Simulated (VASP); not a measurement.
# Cl (Cmce) in VASP: single point with PBE

Aim: the single point of Cl with PBE.

Everything below comes from runs of VASP 6.6.1. Logs are shortened: lines on timing, memory, paths and dates and some standing lists are left out, and cuts for length are marked.

### 1 The cell of the first run

The structure is orthorhombic, space group Cmce (No. 64). The conventional cell has a = 6.240 Å, b = 4.480 Å, c = 8.260 Å, α = 90.00°, β = 90.00°, γ = 90.00°. Within 2.7 Å of Cl (site symmetry m) lie 1 Cl at 2.02 Å.

### 2 Single point, PBE

File INCAR:

```
ALGO     = Normal         # electronic algorithm
EDIFF    = 1E-7           # SCF threshold, eV
ENCUT    = 520            # plane-wave cutoff, eV
GGA      = PE             # functional
ISIF     = 2              # what is computed and relaxed
ISMEAR   = -1             # smearing method
LASPH    = T              # aspherical terms in the spheres
LCHARG   = F              # write CHGCAR
LREAL    = F              # projectors in reciprocal space
LWAVE    = F              # write WAVECAR
NBANDS   = 22             # bands
NELM     = 60             # most SCF steps
PREC     = Accurate       # precision mode
SIGMA    = 0.05           # smearing width, eV
```

File KPOINTS:

```
k-points
0
Gamma
  8 8 4
```

File POSCAR:

```
Cl
1.0
    3.1200000000     -2.2400000000      0.0000000000
    3.1200000000      2.2400000000      0.0000000000
    0.0000000000      0.0000000000      8.2600000000
Cl
4
Direct
    0.1133208422      0.8866791578      0.1056702603
    0.6133208422      0.3866791578      0.3943297397
    0.8866791578      0.1133208422      0.8943297397
    0.3866791578      0.6133208422      0.6056702603
```

Potentials or basis: VASP PAW PBE potentials, release 64 (Cl).

The run is started by

```console
cat potpaw_PBE.64/Cl/POTCAR > POTCAR
mpirun -np 1 vasp_std > vasp.out
```

OUTCAR:

```text
EDIFF = 1E-7
   ENCUT = 520
   GGA = PE
   ISIF = 2
   ISMEAR = -1
   LASPH = T
   LREAL = F
   NELM = 60
   PREC = Accurate

 ion  position               nearest neighbor table
   1  0.113  0.887  0.106-   3 2.02
   2  0.613  0.387  0.394-   4 2.02
   3  0.887  0.113  0.894-   1 2.02
   4  0.387  0.613  0.606-   2 2.02

  LATTYP: Found a base centered orthorhombic cell.
 ALAT       =     4.4800000000
 B/A-ratio  =     1.3928571429
 C/A-ratio  =     1.8437500000

  Lattice vectors:

 A1 = (  -3.1200000000,  -2.2400000000,   0.0000000000)
 A2 = (   3.1200000000,  -2.2400000000,   0.0000000000)
 A3 = (   0.0000000000,   0.0000000000,   8.2600000000)

Analysis of symmetry for initial positions (statically):
=====================================================================
 Subroutine PRICEL returns:
 Original cell was already a primitive cell.

 Routine SETGRP: Setting up the symmetry group for a
 base centered orthorhombic supercell.

 Subroutine GETGRP returns: Found  8 space group operations
 (whereof  4 operations were pure point group operations)
 out of a pool of  8 trial point group operations.

The static configuration has the point symmetry C_2h.
 The point group associated with its full space group is D_2h.

Analysis of symmetry for dynamics (positions and initial velocities):
=====================================================================
 Subroutine PRICEL returns:
 Original cell was already a primitive cell.

 Routine SETGRP: Setting up the symmetry group for a
 base centered orthorhombic supercell.

 Subroutine GETGRP returns: Found  8 space group operations
 (whereof  4 operations were pure point group operations)
 out of a pool of  8 trial point group operations.

The dynamic configuration has the point symmetry C_2h.
 The point group associated with its full space group is D_2h.

 Subroutine INISYM returns: Found  8 space group operations
 (whereof  4 operations are pure point group operations),
 and found     1 'primitive' translations

----------------------------------------------------------------------------------------

                                     Primitive cell

  volume of cell :     115.4550

  direct lattice vectors                    reciprocal lattice vectors
     3.120000000 -2.240000000  0.000000000     0.160256410 -0.223214286  0.000000000
     3.120000000  2.240000000  0.000000000     0.160256410  0.223214286  0.000000000
     0.000000000  0.000000000  8.260000000     0.000000000  0.000000000  0.121065375

  length of vectors
     3.840833243  3.840833243  8.260000000     0.274784887  0.274784887  0.121065375

  position of ions in fractional coordinates (direct lattice)
     0.113320842  0.886679158  0.105670260
     0.613320842  0.386679158  0.394329740
     0.886679158  0.113320842  0.894329740
     0.386679158  0.613320842  0.605670260

  ion indices of the primitive-cell ions
   primitive index   ion index
                 1           1
                 2           2
                 3           3
                 4           4

----------------------------------------------------------------------------------------

 KPOINTS: k-points

Automatic generation of k-mesh.
 Grid dimensions read from file:
 generate k-points for:    8    8    4

 Generating k-lattice:

  Cartesian coordinates                     Fractional coordinates (reciprocal lattice)
     0.020032051 -0.027901786  0.000000000     0.125000000  0.000000000  0.000000000
     0.020032051  0.027901786  0.000000000     0.000000000  0.125000000  0.000000000
     0.000000000  0.000000000  0.030266344     0.000000000  0.000000000  0.250000000

  Length of vectors
     0.034348111  0.034348111  0.030266344

  Shift w.r.t. Gamma in fractional coordinates (k-lattice)
     0.000000000  0.000000000  0.000000000

 Subroutine IBZKPT returns following result:
 ===========================================

 Found     63 irreducible k-points:

 Following reciprocal coordinates:
            Coordinates               Weight
  0.000000  0.000000  0.000000      1.000000
  0.125000  0.000000  0.000000      4.000000
  0.250000  0.000000  0.000000      4.000000
  0.375000  0.000000  0.000000      4.000000
  0.500000  0.000000  0.000000      2.000000
  0.125000  0.125000  0.000000      2.000000
[... 16 lines left out ...]
  0.125000  0.000000  0.250000      8.000000
  0.250000  0.000000  0.250000      8.000000
 [... further k-points ...]
   k-points           NKPTS =     63   k-points in BZ     NKDIM =     63   number of bands    NBANDS=     22
   number of dos      NEDOS =    301   number of ions     NIONS =      4
   total plane-waves  NPLWV =  57600
   dimension x,y,z NGX =    30 NGY =   30 NGZ =   64
   dimension x,y,z NGXF=    60 NGYF=   60 NGZF=  128
   ions per type =               4
   NGX,Y,Z   is equivalent  to a cutoff of  12.99, 12.99, 12.88 a.u.
   NGXF,Y,Z  is equivalent  to a cutoff of  25.97, 25.97, 25.76 a.u.
 SYSTEM =  unknown system
   PREC   = accura    normal or accurate (medium, high low for compatibility)
   ISTART =      0    job   : 0-new  1-cont  2-samecut
   ICHARG =      2    charge: 1-file 2-atom 10-const
   ISPIN  =      1    spin polarized calculation?
   LNONCOLLINEAR =      F non collinear calculations
   LSORBIT =      F    spin-orbit coupling
   LASPH  =      T    aspherical Exc in radial PAW
   ENCUT  =  520.0 eV  38.22 Ry    6.18 a.u.   7.14  7.14 15.36*2*pi/ulx,y,z
   NELM   =     60;   NELMIN=  2; NELMDL= -5     # of ELM steps
   EDIFF  = 0.1E-06   stopping-criterion for ELM
   LREAL  =      F    real-space projection
   EDIFFG = 0.1E-05   stopping-criterion for IOM
   NSW    =      0    number of steps for IOM
   IBRION =     -1    ionic relax: 0-MD 1-quasi-New 2-CG
   NFREE  =      0    steps in history (QN), initial steepest desc. (CG)
   ISIF   =      2    stress and relaxation
   ISYM   =      2    0-nonsym 1-usesym 2-fastsym
   POTIM  = 0.5000    time-step for ionic-motion
   TEBEG  =    0.0;   TEEND  =   0.0 temperature during run
   PSTRESS=    0.0 pullay stress
   NELECT =      28.0000    total number of electrons
   NUPDOWN=      -1.0000    fix difference up-down
   EMIN   =  10.00;   EMAX   =-10.00  energy-range for DOS
   EFERMI =   0.00;   METHOD = LEGACY
   ISMEAR =    -1;   SIGMA  =   0.05  broadening in eV -4-tet -1-fermi 0-gaus
   EFERMI_NEDOS =   21; number of points for ismear=-14 and -15
   IALGO  =     38    algorithm
   IMIX   =      4    mixing-type and parameters
     AMIX     =   0.40;   BMIX     =  1.00
     AMIX_MAG =   1.60;   BMIX_MAG =  1.00
  volume/ion in A,a.u.               =      28.86       194.78
  Fermi-wavevector in a.u.,A,eV,Ry     =   1.020916  1.929251 14.180934  1.042269
  Thomas-Fermi vector in A             =   2.154512
   LORBIT       =      0    0 simple, 1 ext, 2 COOP (PROOUT), +10 PAW based schemes
   GGA     = PE    functional components
   LHFCALC =     F    Hartree Fock is set to
   AEXX    =    0.0000 exact exchange contribution
   IVDW    =     0    specifies the selected vdW correction
   LEPSILON=     F    determine dielectric tensor
   LRPA    =     F    only Hartree local field effects (RPA)
 non-spin polarized calculation
  energy-cutoff  :      520.00
  volume of cell :      115.45
 maximum number of plane-waves:      3142
 NGX is ok and might be reduce to    30
   NGX = 15   NGY = 15   NGZ = 31

 number of electron      27.9999998 magnetization

 Free energy of the ion-electron system (eV)
  ---------------------------------------------------
  ext. energy  EPLUGINS =         0.00000000
  ---------------------------------------------------
  free energy    TOTEN  =        -7.31974494 eV

  energy without entropy =       -7.31974494  energy(sigma->0) =       -7.31974494

 E-fermi :   0.6057     XC(G=0):  -7.7625

 val. band max:       -0.5621263810   @ k =   0.0000   0.0000   0.0000
 cond. band min:       1.8469989719   @ k =   0.0000   0.0000   0.0000
 fundamental gap:      2.4091253529
 Fermi energy:         0.6057489095

 k-point     1 :       0.0000    0.0000    0.0000
  band No.  band energies     occupation
      1     -17.1500      2.00000
      2     -16.9197      2.00000
      3     -13.2829      2.00000
      4     -12.6452      2.00000
      5      -5.9692      2.00000
      6      -4.9651      2.00000
[... 14 lines left out ...]
     21       9.6657      0.00000
     22       9.8814      0.00000

 k-point     2 :       0.1250    0.0000    0.0000
  band No.  band energies     occupation
      1     -17.1228      2.00000
      2     -16.9087      2.00000
      3     -13.2554      2.00000
      4     -12.6672      2.00000
      5      -5.9551      2.00000
      6      -5.0150      2.00000
[... 14 lines left out ...]
     21       9.4841      0.00000
     22      10.0970      0.00000

 k-point     3 :       0.2500    0.0000    0.0000
  band No.  band energies     occupation
      1     -17.0522      2.00000
      2     -16.8858      2.00000
      3     -13.1796      2.00000
      4     -12.7313      2.00000
      5      -5.9105      2.00000
      6      -5.1669      2.00000
[... 14 lines left out ...]
     21       9.5767      0.00000
     22      10.3910      0.00000

 k-point     4 :       0.3750    0.0000    0.0000
  band No.  band energies     occupation
      1     -16.9667      2.00000
      2     -16.8753      2.00000
      3     -13.0714      2.00000
      4     -12.8301      2.00000
      5      -5.8180      2.00000
      6      -5.4038      2.00000
[... 14 lines left out ...]
     21      10.1965      0.00000
     22      10.7129      0.00000

 k-point     5 :       0.5000    0.0000    0.0000
  band No.  band energies     occupation
      1     -16.9008      2.00000
      2     -16.9008      2.00000
      3     -12.9492      2.00000
      4     -12.9492      2.00000
      5      -5.6470      2.00000
      6      -5.6470      2.00000
[... 14 lines left out ...]
     21      10.5645      0.00000
     22      10.5645      0.00000

 k-point     6 :       0.1250    0.1250    0.0000
  band No.  band energies     occupation
      1     -17.1171      2.00000
      2     -16.8963      2.00000
      3     -13.2517      2.00000
      4     -12.6459      2.00000
      5      -5.9419      2.00000
      6      -4.9942      2.00000
[... 14 lines left out ...]
     21      10.0911      0.00000
     22      10.2585      0.00000

 k-point     7 :       0.2500    0.1250    0.0000
  band No.  band energies     occupation
      1     -17.0651      2.00000
      2     -16.8693      2.00000
      3     -13.1999      2.00000
      4     -12.6713      2.00000
      5      -5.9043      2.00000
      6      -5.0722      2.00000
[... 324 lines left out ...]
      6      -5.3686      2.00000
[... 14 lines left out ...]
     21      10.3876      0.00000
     22      10.8579      0.00000

 k-point    21 :       0.5000    0.5000    0.0000
  band No.  band energies     occupation
      1     -16.9174      2.00000
      2     -16.7566      2.00000
      3     -13.0646      2.00000
      4     -12.6513      2.00000
      5      -5.7157      2.00000
      6      -5.1593      2.00000
[... 14 lines left out ...]
     21      10.4772      0.00000
     22      11.6119      0.00000

 k-point    22 :       0.0000    0.0000    0.2500
  band No.  band energies     occupation
      1     -17.1192      2.00000
      2     -16.9567      2.00000
      3     -13.1910      2.00000
      4     -12.7411      2.00000
      5      -5.8385      2.00000
      6      -5.1411      2.00000
[... 14 lines left out ...]
     21       9.6469      0.00000
     22       9.7853      0.00000

 k-point    23 :       0.1250    0.0000    0.2500
  band No.  band energies     occupation
      1     -17.0940      2.00000
      2     -16.9429      2.00000
      3     -13.1706      2.00000
      4     -12.7555      2.00000
      5      -5.8312      2.00000
      6      -5.1750      2.00000
[... 14 lines left out ...]
     21       9.6010      0.00000
     22       9.9804      0.00000

 k-point    24 :       0.2500    0.0000    0.2500
  band No.  band energies     occupation
      1     -17.0293      2.00000
      2     -16.9118      2.00000
      3     -13.1149      2.00000
      4     -12.7983      2.00000
      5      -5.8029      2.00000
      6      -5.2713      2.00000
[... 14 lines left out ...]
     21       9.7493      0.00000
     22      10.1282      0.00000

 [... further k-points ...]

------------------------ aborting loop because EDIFF is reached ----------------------------------------

  FORCE on cell =-STRESS in cart. coord.  units (eV):
  Direction    XX          YY          ZZ          XY          YZ          ZX
  --------------------------------------------------------------------------------------
  -------------------------------------------------------------------------------------
  Total        0.8885248      0.0907512     -0.3182735      0.0000000     -0.0000000      0.0000000
  in kB       12.3301256      1.2593611     -4.4167046      0.0000000     -0.0000000      0.0000000
  external PRESSURE =       3.0575940 kB  Pullay stress =       0.0000000 kB

 VOLUME and BASIS-vectors are now :
 -----------------------------------------------------------------------------
  energy-cutoff  :      520.00
  volume of cell :      115.45
      direct lattice vectors                 reciprocal lattice vectors
     3.120000000 -2.240000000  0.000000000     0.160256410 -0.223214286  0.000000000
     3.120000000  2.240000000  0.000000000     0.160256410  0.223214286  0.000000000
     0.000000000  0.000000000  8.260000000     0.000000000  0.000000000  0.121065375

 POSITION                                       TOTAL-FORCE (eV/Angst)
 -----------------------------------------------------------------------------------
      3.12000      1.73232      0.87284         0.000000      0.088018     -0.154911
      3.12000     -0.50768      3.25716         0.000000      0.088018      0.154911
      3.12000     -1.73232      7.38716         0.000000     -0.088018      0.154911
      3.12000      0.50768      5.00284         0.000000     -0.088018     -0.154911
 -----------------------------------------------------------------------------------
    total drift:                               -0.000000     -0.000000     -0.000000

  FREE ENERGIE OF THE ION-ELECTRON SYSTEM (eV)
  ---------------------------------------------------
  free  energy   TOTEN  =        -7.3197449423 eV

  energy  without entropy=       -7.3197449423  energy(sigma->0) =       -7.31974494
```

Wall time 3.6 min (1 thread of AMD EPYC 7R13, shared host); peak memory 0.25 GiB.

Results:

- Free energy: -7.3197 eV
- Pressure: 0.3 GPa
- Largest force: 0.178 eV/Å
- Band gap on the k mesh: 2.41 eV, direct

Forces on the atoms (eV/Å):
```
Cl   0.000  0.088 -0.155
Cl   0.000  0.088  0.155
Cl   0.000 -0.088  0.155
Cl   0.000 -0.088 -0.155
```
